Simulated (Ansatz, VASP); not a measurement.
Given: the input of a run of Ansatz 0.2.0 on O.

File input.yaml:

```yaml
crystal:
  lattice:
    - [2.8889256149, -1.6842923427, 0.0]
    - [2.8889256149, 1.6842923427, 0.0]
    - [-2.4260014827, 0.0, 3.6950431885]
  atoms:
    - { symbol: O, position: [0.97454617, 0.97454617, 0.84442598] }
    - { symbol: O, position: [0.02545383, 0.02545383, 0.15557402] }
kpoints:
  mp_grid: { grid: [10, 10, 7] }
scf:
  occupations: { method: fermi_dirac, width: 0.05 }
hamiltonian:
  xc: lda
  pseudopotentials: { kind: all_electron, lapw: { basis_error: 0.001 } }
output:
  forces: true
  stress: true
  eigenvalues: true
```

Potentials or basis: all-electron LAPW, scalar-relativistic.

Run with:

```sh
$ ansatz run input.yaml --threads 1 --pin off --max-ram 3072MiB --backend cpu --events-out ev --progress --plain --runs-dir out
```

Problem. Translate it to VASP 6.6.1. Potentials there: VASP PAW LDA potentials, release 64 (O).

Solution. As run (the cutoff follows the program's own potentials):

Contents of INCAR:

```
PREC     = Accurate       # precision mode
ENCUT    = 520            # plane-wave cutoff, eV
EDIFF    = 1E-6           # SCF threshold, eV
ISMEAR   = -1             # smearing method
SIGMA    = 0.05           # smearing width, eV
LREAL    = F              # projectors in reciprocal space
LASPH    = T              # aspherical terms in the spheres
NELM     = 60             # most SCF steps
ALGO     = Normal         # electronic algorithm
ISIF     = 2              # what is computed and relaxed
LWAVE    = F              # write WAVECAR
LCHARG   = F              # write CHGCAR
GGA      = CA             # functional
NBANDS   = 13             # bands
```

File KPOINTS:

```
regular mesh
0
Gamma
  10 10 7
```

File POSCAR:

```
O
1.0
    2.8889256149     -1.6842923427      0.0000000000
    2.8889256149      1.6842923427      0.0000000000
   -2.4260014827      0.0000000000      3.6950431885
O
2
Direct
    0.9745461700      0.9745461700      0.8444259800
    0.0254538300      0.0254538300      0.1555740200
```

Potentials or basis: VASP PAW LDA potentials, release 64 (O).

The run is started by

```sh
$ cat potpaw_LDA.64/O/POTCAR > POTCAR
$ mpirun -np 1 vasp_std > vasp.out
```

Both were run:

|  | VASP | Ansatz | Ansatz less VASP |
| --- | --- | --- | --- |
| gap on the k mesh at the Fermi level (eV) | none | none | - |
| pressure (GPa) | -5.9 | -7.7 | -1.76 |
| traceless stress, the component that is largest in VASP (GPa) | -3.69 | -6.90 | -3.209 |
| rms of the force components (eV/Å) | 0.681 | 1.320 | +0.6393 |

LDA's correlation is that of Perdew and Zunger in VASP and of Perdew and Wang (1992) in Ansatz. Atom by atom the forces differ by 0.641 eV/Å (rms over components). A gap of «none» marks a metal or a gap that the smearing closes. Ansatz ran all-electron here, and VASP with PAW potentials.

Noted on VASP's run: the standard files for N, O and F lose accuracy on very short bonds; spin is off for a triplet molecule. Noted on Ansatz's run: spin is off for a triplet molecule.
